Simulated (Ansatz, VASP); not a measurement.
**CsH: VASP beside Ansatz**

```
Cs H
1.0
     0.00000    3.18800    3.06048
     3.18800    0.00000    3.06048
     3.18800    3.18800    0.00000
Cs H
1 1
Cartesian
  0.0000 0.0000 0.0000
  3.1880 3.1880 3.0605
```

Change from the starting cell: strain +0.000 along x and y, -0.040 along z, atoms carried along.

Alike in both runs: task single point; functional LDA; k mesh 8 × 8 × 8; occupations gaussian, width 0.05 eV; no spin polarisation.

|  | VASP | Ansatz |
| --- | --- | --- |
| version | VASP 6.6.1 | Ansatz 0.2.0 |
| potentials or method | VASP PAW LDA potentials, release 64 (Cs_sv, H), cutoff 520 eV | scalar-relativistic, plane waves, PAW |
| valence electrons in the cell | 10 | 10 |

Ansatz gave:

```
gap on the k mesh at the Fermi level (eV)                     : 1.89
least direct gap on the mesh (eV)                             : 1.89
pressure (GPa)                                                : -0.9
traceless stress, the component that is largest in VASP (GPa) : 0.64
```

**Question.** What did VASP give for the same quantities?

**Answer.** gap on the k mesh at the Fermi level (eV): 1.87; least direct gap on the mesh (eV): 1.87; pressure (GPa): -0.9; traceless stress, the component that is largest in VASP (GPa): 0.65.

LDA's correlation is that of Perdew and Zunger in VASP and of Perdew and Wang (1992) in Ansatz.

Spin-orbit coupling is off throughout.
